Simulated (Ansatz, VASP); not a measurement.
# InSb: VASP beside Ansatz

INCAR

```
SYSTEM = InSb
  PREC = Accurate
  ENCUT = 520
  EDIFF = 1E-6
  ISMEAR = 0
  SIGMA = 0.15
  LREAL = .FALSE.
  LASPH = .TRUE.
  NELM = 100
  ALGO = Fast
  ISIF = 2
  LWAVE = .FALSE.
  LCHARG = .TRUE.
  GGA = PS
  LELF = .TRUE.
  LVHAR = .TRUE.
  NBANDS = 16
```

KPOINTS

```
Automatic mesh
0
G
  24 24 24
  0 0 0
```

Contents of POSCAR:

```
InSb
1.0
   -2.7315545469      2.7315545469      1.7897467398
    2.7315545469     -2.7315545469      1.7897467398
    2.7315545469      2.7315545469     -1.7897467398
In Sb
1 1
Direct
    0.2500000000      0.7500000000      0.5000000000
    0.0000000000      0.0000000000      0.0000000000
```

Input for Ansatz:

```yaml
crystal:
  lattice:
    - [-2.7315545469, 2.7315545469, 1.7897467398]
    - [2.7315545469, -2.7315545469, 1.7897467398]
    - [2.7315545469, 2.7315545469, -1.7897467398]
  atoms:
    - { symbol: In, position: [0.25, 0.75, 0.5] }
    - { symbol: Sb, position: [0.0, 0.0, 0.0] }
basis:
  ecutwfc: 420
kpoints:
  mp_grid: { grid: [24, 24, 24] }
hamiltonian:
  xc: pbesol
scf:
  occupations: { method: gaussian, width: 0.15 }
output:
  forces: true
  stress: true
  eigenvalues: true
```

Alike in both runs: task single point; functional PBEsol; k mesh 24 × 24 × 24; occupations gaussian, width 0.15 eV; no spin polarisation.

|  | VASP | Ansatz |
| --- | --- | --- |
| version | VASP 6.6.1 | Ansatz 0.2.0 |
| potentials or method | VASP PAW PBE potentials, release 64 (In_d, Sb), cutoff 520 eV | scalar-relativistic, plane waves, PAW |
| valence electrons in the cell | 18 | 28 |

```csv
,VASP,Ansatz,Ansatz less VASP
gap on the k mesh at the Fermi level (eV),none,none,-
pressure (GPa),2.6,2.5,-0.12
"traceless stress, the component that is largest in VASP (GPa)",-4.50,-4.47,+0.030
```

VASP's potentials were made for PBE, not for PBEsol. A gap of «none» marks a metal or a gap that the smearing closes. VASP's potentials hold 18 valence electrons a cell and Ansatz's 28, so a difference there can come from the potentials and not from the codes.

Neither program's run includes spin-orbit coupling.
